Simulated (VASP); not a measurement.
A run of VASP 6.6.1 is set up as follows.

INCAR

```
PREC     = Accurate       # precision mode
ENCUT    = 520            # plane-wave cutoff, eV
EDIFF    = 1E-6           # SCF threshold, eV
ISMEAR   = -1             # smearing method
SIGMA    = 0.02           # smearing width, eV
LREAL    = F              # projectors in reciprocal space
LASPH    = T              # aspherical terms in the spheres
NELM     = 80             # most SCF steps
ALGO     = Normal         # electronic algorithm
ISIF     = 2              # what is computed and relaxed
LWAVE    = F              # write WAVECAR
LCHARG   = F              # write CHGCAR
GGA      = PE             # functional
NBANDS   = 12             # bands
```

Contents of KPOINTS:

```
regular mesh
0
Gamma
  9 9 9
```

File POSCAR:

```
LiCl
1.0
    0.0000000000      2.5647700000      2.5647700000
    2.5647700000      0.0000000000      2.5647700000
    2.5647700000      2.5647700000      0.0000000000
Li Cl
1 1
Direct
    0.0000000000      0.0000000000      0.0000000000
    0.5000000000      0.5000000000      0.5000000000
```

Potentials or basis: VASP PAW PBE potentials, release 64 (Li_sv, Cl).

Launch:

```console
$ cat potpaw_PBE.64/Li_sv/POTCAR potpaw_PBE.64/Cl/POTCAR > POTCAR
$ mpirun -np 1 vasp_std > vasp.out
```

Question: Predict the band gap on the k mesh.

Answer: 6.34 eV, direct.

 A k mesh can miss the band edges.
